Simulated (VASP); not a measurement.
The system is Pb.

```
Pb
1.0
     3.03861   -1.75032    0.00000
     3.03861    1.75032    0.00000
    -2.11546    0.00000    6.09522
Pb
2
Direct
  0.09149 0.09149 0.27371
  0.90851 0.90851 0.72629
```

```yaml
Program: VASP 6.6.1
Task: relaxation of cell and atoms
Functional: PBE
Potentials_or_basis: VASP PAW PBE potentials, release 64 (Pb_d)
Cutoff: 600 eV
k_mesh: 12 × 12 × 6
Occupations: gaussian, width 0.1 eV
Spin: no spin polarisation
```

At the start: pressure 1.0 GPa; volume 32.42 Å³/atom.

**Question.** How do energy, volume and symmetry change on relaxing?

**Answer.** Over 6 steps the energy falls by 3.9 meV/atom and the volume is 33.29 Å³/atom (+2.7 %); space group C2/m (No. 12, to 0.1 Å) before, R-3m (No. 166, to 0.1 Å).

Step by step:
| step | energy change (eV) | largest force (eV/Å) | pressure (GPa) | volume (Å³) |
| --- | --- | --- | --- | --- |
| 1 | 0.0000 | 0.0259 | 1.04 | 64.84 |
| 2 | -0.0062 | 0.0428 | -0.20 | 66.83 |
| 3 | -0.0063 | 0.0378 | -0.06 | 66.62 |
| 4 | -0.0063 | 0.0394 | -0.08 | 66.66 |
| 5 | -0.0071 | 0.0270 | -0.07 | 66.63 |
| 6 | -0.0079 | 0.0163 | -0.01 | 66.58 |

Final structure:
```
Pb
1.0
     3.04110   -1.75573    0.00236
     3.04110    1.75573    0.00236
    -2.11244    0.00000    6.23316
Pb
2
Cartesian
  -0.0250 0.0000 1.7100
  3.9948 0.0000 4.5279
```
